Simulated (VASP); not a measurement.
# NbGaSe3 (Pm-3m) in VASP: a series of runs

The runs below take NbGaSe3 through single point, relaxation of cell and atoms, with PBE.

Everything below comes from runs of VASP 6.6.1. Logs are shortened: lines on timing, memory, paths and dates and some standing lists are left out, and cuts for length are marked.

## 1. The cell of the first run

Symmetry: Pm-3m, No. 221, cubic system. Conventional cell: a = 5.079 Å, b = 5.079 Å, c = 5.079 Å, α = 90.00°, β = 90.00°, γ = 90.00°. Within 3.4 Å of Nb (site symmetry m-3m) lie 6 Se at 2.54 Å. Ga (site symmetry m-3m) has 12 Se at 3.59 Å and 8 Nb at 4.40 Å within 4.7 Å. Se (site symmetry 4/mmm) has 2 Nb at 2.54 Å within 3.4 Å.

The cell was generated, and may not be a known phase.

## 2. Single point, PBE

The input, INCAR:

```
SYSTEM = NbGaSe3
PREC = Accurate
ENCUT = 520
EDIFF = 1E-6
ISMEAR = 0
SIGMA = 0.1
LREAL = .False.
LASPH = .True.
NELM = 60
ALGO = Normal
ISIF = 2
LWAVE = .False.
LCHARG = .False.
GGA = PE
NBANDS = 30
```

The input, KPOINTS:

```
regular mesh
0
Gamma
  8 8 8
  0 0 0
```

The input, POSCAR:

```
NbGaSe3
1.0
    5.0792878980      0.0000000000      0.0000000000
    0.0000000000      5.0792878980      0.0000000000
    0.0000000000      0.0000000000      5.0792878980
Nb Ga Se
1 1 3
Direct
    0.5000000000      0.5000000000      0.5000000000
    0.0000000000      0.0000000000      0.0000000000
    0.5000000000      0.5000000000      0.0000000000
    0.0000000000      0.5000000000      0.5000000000
    0.5000000000      0.0000000000      0.5000000000
```

Potentials or basis: VASP PAW PBE potentials, release 64 (Nb_sv, Ga_d, Se).

Launch:

```bash
> cat potpaw_PBE.64/Nb_sv/POTCAR potpaw_PBE.64/Ga_d/POTCAR potpaw_PBE.64/Se/POTCAR > POTCAR
> mpirun -np 1 vasp_std > vasp.out
```

OUTCAR:

```text
SYSTEM = NbGaSe3
   PREC = Accurate
   ENCUT = 520
   EDIFF = 1E-6
   ISMEAR = 0
   LREAL = .False.
   LASPH = .True.
   NELM = 60
   ISIF = 2
   GGA = PE

 ion  position               nearest neighbor table
   1  0.500  0.500  0.500-   3 2.54   4 2.54   5 2.54   3 2.54   5 2.54   4 2.54
   2  0.000  0.000  0.000-
   3  0.500  0.500  0.000-   1 2.54   1 2.54
   4  0.000  0.500  0.500-   1 2.54   1 2.54
   5  0.500  0.000  0.500-   1 2.54   1 2.54

  LATTYP: Found a simple cubic cell.
 ALAT       =     5.0792878980

  Lattice vectors:

 A1 = (   5.0792878980,   0.0000000000,   0.0000000000)
 A2 = (   0.0000000000,   5.0792878980,   0.0000000000)
 A3 = (   0.0000000000,   0.0000000000,   5.0792878980)

Analysis of symmetry for initial positions (statically):
=====================================================================
 Subroutine PRICEL returns:
 Original cell was already a primitive cell.

 Routine SETGRP: Setting up the symmetry group for a
 simple cubic supercell.

 Subroutine GETGRP returns: Found 48 space group operations
 (whereof 48 operations were pure point group operations)
 out of a pool of 48 trial point group operations.

The static configuration has the point symmetry O_h .

Analysis of symmetry for dynamics (positions and initial velocities):
=====================================================================
 Subroutine PRICEL returns:
 Original cell was already a primitive cell.

 Routine SETGRP: Setting up the symmetry group for a
 simple cubic supercell.

 Subroutine GETGRP returns: Found 48 space group operations
 (whereof 48 operations were pure point group operations)
 out of a pool of 48 trial point group operations.

The dynamic configuration has the point symmetry O_h .

 Subroutine INISYM returns: Found 48 space group operations
 (whereof 48 operations are pure point group operations),
 and found     1 'primitive' translations

----------------------------------------------------------------------------------------

                                     Primitive cell

  volume of cell :     131.0414

  direct lattice vectors                    reciprocal lattice vectors
     5.079287898  0.000000000  0.000000000     0.196877992  0.000000000  0.000000000
     0.000000000  5.079287898  0.000000000     0.000000000  0.196877992  0.000000000
     0.000000000  0.000000000  5.079287898     0.000000000  0.000000000  0.196877992

  length of vectors
     5.079287898  5.079287898  5.079287898     0.196877992  0.196877992  0.196877992

  position of ions in fractional coordinates (direct lattice)
     0.500000000  0.500000000  0.500000000
     0.000000000  0.000000000  0.000000000
     0.500000000  0.500000000  0.000000000
     0.000000000  0.500000000  0.500000000
     0.500000000  0.000000000  0.500000000

  ion indices of the primitive-cell ions
   primitive index   ion index
                 1           1
                 2           2
                 3           3
                 4           4
                 5           5

----------------------------------------------------------------------------------------

 KPOINTS: regular mesh

Automatic generation of k-mesh.
 Grid dimensions read from file:
 generate k-points for:    8    8    8

 Generating k-lattice:

  Cartesian coordinates                     Fractional coordinates (reciprocal lattice)
     0.024609749  0.000000000  0.000000000     0.125000000  0.000000000  0.000000000
     0.000000000  0.024609749  0.000000000     0.000000000  0.125000000  0.000000000
     0.000000000  0.000000000  0.024609749     0.000000000  0.000000000  0.125000000

  Length of vectors
     0.024609749  0.024609749  0.024609749

  Shift w.r.t. Gamma in fractional coordinates (k-lattice)
     0.000000000  0.000000000  0.000000000

 Subroutine IBZKPT returns following result:
 ===========================================

 Found     35 irreducible k-points:

 Following reciprocal coordinates:
            Coordinates               Weight
  0.000000  0.000000  0.000000      1.000000
  0.125000  0.000000  0.000000      6.000000
  0.250000  0.000000  0.000000      6.000000
  0.375000  0.000000  0.000000      6.000000
  0.500000  0.000000  0.000000      3.000000
  0.125000  0.125000  0.000000     12.000000
[... 16 lines left out ...]
  0.375000  0.375000  0.125000     24.000000
  0.500000  0.375000  0.125000     24.000000
 [... further k-points ...]
   k-points           NKPTS =     35   k-points in BZ     NKDIM =     35   number of bands    NBANDS=     30
   number of dos      NEDOS =    301   number of ions     NIONS =      5
   total plane-waves  NPLWV =  64000
   dimension x,y,z NGX =    40 NGY =   40 NGZ =   40
   dimension x,y,z NGXF=    80 NGYF=   80 NGZF=   80
   ions per type =               1   1   3
   NGX,Y,Z   is equivalent  to a cutoff of  13.09, 13.09, 13.09 a.u.
   NGXF,Y,Z  is equivalent  to a cutoff of  26.18, 26.18, 26.18 a.u.
 SYSTEM =  NbGaSe3
   PREC   = accura    normal or accurate (medium, high low for compatibility)
   ISTART =      0    job   : 0-new  1-cont  2-samecut
   ICHARG =      2    charge: 1-file 2-atom 10-const
   ISPIN  =      1    spin polarized calculation?
   LNONCOLLINEAR =      F non collinear calculations
   LSORBIT =      F    spin-orbit coupling
   LASPH  =      T    aspherical Exc in radial PAW
   ENCUT  =  520.0 eV  38.22 Ry    6.18 a.u.   9.44  9.44  9.44*2*pi/ulx,y,z
   NELM   =     60;   NELMIN=  2; NELMDL= -5     # of ELM steps
   EDIFF  = 0.1E-05   stopping-criterion for ELM
   LREAL  =      F    real-space projection
   EDIFFG = 0.1E-04   stopping-criterion for IOM
   NSW    =      0    number of steps for IOM
   IBRION =     -1    ionic relax: 0-MD 1-quasi-New 2-CG
   NFREE  =      0    steps in history (QN), initial steepest desc. (CG)
   ISIF   =      2    stress and relaxation
   ISYM   =      2    0-nonsym 1-usesym 2-fastsym
   POTIM  = 0.5000    time-step for ionic-motion
   TEBEG  =    0.0;   TEEND  =   0.0 temperature during run
   PSTRESS=    0.0 pullay stress
   NELECT =      44.0000    total number of electrons
   NUPDOWN=      -1.0000    fix difference up-down
   EMIN   =  10.00;   EMAX   =-10.00  energy-range for DOS
   EFERMI =   0.00;   METHOD = LEGACY
   ISMEAR =     0;   SIGMA  =   0.10  broadening in eV -4-tet -1-fermi 0-gaus
   EFERMI_NEDOS =   21; number of points for ismear=-14 and -15
   IALGO  =     38    algorithm
   IMIX   =      4    mixing-type and parameters
     AMIX     =   0.40;   BMIX     =  1.00
     AMIX_MAG =   1.60;   BMIX_MAG =  1.00
  volume/ion in A,a.u.               =      26.21       176.86
  Fermi-wavevector in a.u.,A,eV,Ry     =   1.137862  2.150247 17.615867  1.294730
  Thomas-Fermi vector in A             =   2.274567
   LORBIT       =      0    0 simple, 1 ext, 2 COOP (PROOUT), +10 PAW based schemes
   GGA     = PE    functional components
   LHFCALC =     F    Hartree Fock is set to
   AEXX    =    0.0000 exact exchange contribution
   IVDW    =     0    specifies the selected vdW correction
   LEPSILON=     F    determine dielectric tensor
   LRPA    =     F    only Hartree local field effects (RPA)
 non-spin polarized calculation
 Gauss-broadening in eV      SIGMA  =   0.10
  energy-cutoff  :      520.00
  volume of cell :      131.04
 maximum number of plane-waves:      3575
 NGX is ok and might be reduce to    40
   NGX = 19   NGY = 19   NGZ = 19

 number of electron      44.0000014 magnetization

 Free energy of the ion-electron system (eV)
  ---------------------------------------------------
  ext. energy  EPLUGINS =         0.00000000
  ---------------------------------------------------
  free energy    TOTEN  =       -25.08972048 eV

  energy without entropy =      -25.06479979  energy(sigma->0) =      -25.07726013

 E-fermi :   3.7205     XC(G=0):  -9.3481

 val. band max:        3.7109514158   @ k =   0.3750   0.3750   0.3750
 cond. band min:       3.7228805350   @ k =   0.5000   0.5000   0.3750
 fundamental gap:      0.0119291192
 Fermi energy:         3.7204605055

 k-point     1 :       0.0000    0.0000    0.0000
  band No.  band energies     occupation
      1     -52.3158      2.00000
      2     -28.3774      2.00000
      3     -28.3774      2.00000
      4     -28.3774      2.00000
      5     -11.2689      2.00000
      6     -11.2689      2.00000
[... 22 lines left out ...]
     29       7.7653      0.00000
     30       7.7653      0.00000

 k-point     2 :       0.1250    0.0000    0.0000
  band No.  band energies     occupation
      1     -52.3158      2.00000
      2     -28.3781      2.00000
      3     -28.3774      2.00000
      4     -28.3774      2.00000
      5     -11.2687      2.00000
      6     -11.2686      2.00000
[... 22 lines left out ...]
     29       7.5875      0.00000
     30       7.5875      0.00000

 k-point     3 :       0.2500    0.0000    0.0000
  band No.  band energies     occupation
      1     -52.3158      2.00000
      2     -28.3799      2.00000
      3     -28.3772      2.00000
      4     -28.3772      2.00000
      5     -11.2682      2.00000
      6     -11.2679      2.00000
[... 22 lines left out ...]
     29       7.2378      0.00000
     30       7.2378      0.00000

 k-point     4 :       0.3750    0.0000    0.0000
  band No.  band energies     occupation
      1     -52.3159      2.00000
      2     -28.3816      2.00000
      3     -28.3771      2.00000
      4     -28.3771      2.00000
      5     -11.2677      2.00000
      6     -11.2671      2.00000
[... 616 lines left out ...]
     29       7.2176      0.00000
     30       8.3061      0.00000

 k-point    23 :       0.3750    0.3750    0.1250
  band No.  band energies     occupation
      1     -52.3160      2.00000
      2     -28.3812      2.00000
      3     -28.3812      2.00000
      4     -28.3775      2.00000
      5     -11.2695      2.00000
      6     -11.2669      2.00000
[... 22 lines left out ...]
     29       7.3281      0.00000
     30       9.2881      0.00000

 k-point    24 :       0.5000    0.3750    0.1250
  band No.  band energies     occupation
      1     -52.3160      2.00000
      2     -28.3819      2.00000
      3     -28.3812      2.00000
      4     -28.3775      2.00000
      5     -11.2700      2.00000
      6     -11.2670      2.00000
[... 22 lines left out ...]
     29       7.2960      0.00000
     30       9.6260      0.00000

 [... further k-points ...]

------------------------ aborting loop because EDIFF is reached ----------------------------------------

  FORCE on cell =-STRESS in cart. coord.  units (eV):
  Direction    XX          YY          ZZ          XY          YZ          ZX
  --------------------------------------------------------------------------------------
  -------------------------------------------------------------------------------------
  Total       -0.0188581     -0.0188581     -0.0188581     -0.0000000      0.0000000      0.0000000
  in kB       -0.2305688     -0.2305688     -0.2305688     -0.0000000      0.0000000      0.0000000
  external PRESSURE =      -0.2305688 kB  Pullay stress =       0.0000000 kB

 VOLUME and BASIS-vectors are now :
 -----------------------------------------------------------------------------
  energy-cutoff  :      520.00
  volume of cell :      131.04
      direct lattice vectors                 reciprocal lattice vectors
     5.079287898  0.000000000  0.000000000     0.196877992  0.000000000  0.000000000
     0.000000000  5.079287898  0.000000000     0.000000000  0.196877992  0.000000000
     0.000000000  0.000000000  5.079287898     0.000000000  0.000000000  0.196877992

 POSITION                                       TOTAL-FORCE (eV/Angst)
 -----------------------------------------------------------------------------------
      2.53964      2.53964      2.53964         0.000000      0.000000      0.000000
      0.00000      0.00000      0.00000         0.000000      0.000000      0.000000
      2.53964      2.53964      0.00000         0.000000      0.000000      0.000000
      0.00000      2.53964      2.53964         0.000000      0.000000      0.000000
      2.53964      0.00000      2.53964         0.000000      0.000000      0.000000
 -----------------------------------------------------------------------------------
    total drift:                                0.000000      0.000000     -0.000000

  FREE ENERGIE OF THE ION-ELECTRON SYSTEM (eV)
  ---------------------------------------------------
  free  energy   TOTEN  =       -25.0897204761 eV

  energy  without entropy=      -25.0647997919  energy(sigma->0) =      -25.07726013
```

It took 79 s on 1 thread of Intel Xeon Platinum 8559C (Emerald Rapids), shared host; peak memory 0.32 GiB.

Results:

* Free energy: -25.0897 eV
* Pressure: 0.0 GPa
* Band gap on the k mesh: zero (bands 22 and 23 overlap by 1.03 eV)

## 3. Relaxation of cell and atoms, PBE

This run uses another cell than the first one, of 26.03 Å³/atom.

The input, INCAR:

```
SYSTEM = NbGaSe3
ALGO = Normal
EDIFF = 1E-6
EDIFFG = -0.01
ENCUT = 600
GGA = PE
IBRION = 2
ISIF = 3
ISMEAR = 0
LASPH = .True.
LCHARG = .False.
LREAL = .False.
LWAVE = .False.
NELM = 80
NSW = 100
PREC = Accurate
SIGMA = 0.1
```

The input, KPOINTS:

```
k-points
0
Gamma
  8 8 8
  0 0 0
```

POSCAR, as its differences from that of step 2:

```diff
@@ -2,5 +2,5 @@
 1.0
-    5.0792878980      0.0000000000      0.0000000000
-    0.0000000000      5.0792878980      0.0000000000
-    0.0000000000      0.0000000000      5.0792878980
+    5.0676335847      0.0000000000      0.0000000000
+    0.0000000000      5.0676335847      0.0000000000
+    0.0000000000      0.0000000000      5.0676335847
 Nb Ga Se
```

Potentials or basis: VASP PAW PBE potentials, release 64 (Nb_sv, Ga_d, Se).

Launch:

```bash
> cat potpaw_PBE.64/Nb_sv/POTCAR potpaw_PBE.64/Ga_d/POTCAR potpaw_PBE.64/Se/POTCAR > POTCAR
> mpirun -np 1 vasp_std > vasp.out
```

Wall time 3 min (1 thread of Intel Xeon Platinum 8559C (Emerald Rapids), shared host); peak memory 0.35 GiB.

It converged, with:

| Quantity | Value |
| --- | --- |
| Free energy | -25.0895 eV |
| Relaxed volume | 26.20 Å³/atom |
| Relaxed cell | a = 5.079 Å, b = 5.079 Å, c = 5.079 Å, α = 90.00°, β = 90.00°, γ = 90.00° |
| Space group after relaxing (to 0.1 Å) | Pm-3m (No. 221) |
| Energy gained by relaxing | 0.2 meV/atom |
| Ionic steps | 3 |
| Pressure after relaxing | 0.0 GPa |
| Band gap on the k mesh | zero (bands 22 and 23 overlap by 1.03 eV) |

Step by step:
```csv
step,energy change (eV),largest force (eV/Å),pressure (GPa),volume (Å³)
1,0.0000,0.0000,0.42,130.14
2,-0.0008,0.0000,-0.22,131.45
3,-0.0011,0.0000,0.01,130.99
```

Final structure:
```
Nb Ga Se
1.0
     5.07857    0.00000    0.00000
     0.00000    5.07857    0.00000
     0.00000    0.00000    5.07857
Nb Ga Se
1 1 3
Cartesian
  2.5393 2.5393 2.5393
  0.0000 0.0000 0.0000
  2.5393 2.5393 0.0000
  0.0000 2.5393 2.5393
  2.5393 0.0000 2.5393
```

Levels at points of the mesh, in eV from the Fermi level:
```
           k point  band 18  band 19  band 20  band 21  band 22  band 23  band 24  band 25  band 26
(0.00, 0.00, 0.00)    -1.14    -1.14    -0.79    -0.79    -0.79    -0.65    -0.65    -0.65     1.04
(0.50, 0.00, 0.00)    -3.10    -1.62    -0.96    -0.75    -0.68    -0.68     1.06     1.44     1.44
(0.50, 0.50, 0.00)    -2.74    -2.50    -2.37    -2.37     0.22     1.62     1.62     1.76     1.95
(0.50, 0.50, 0.50)    -4.47    -4.47     0.25     0.25     0.25     1.26     1.26     1.26     4.68
```
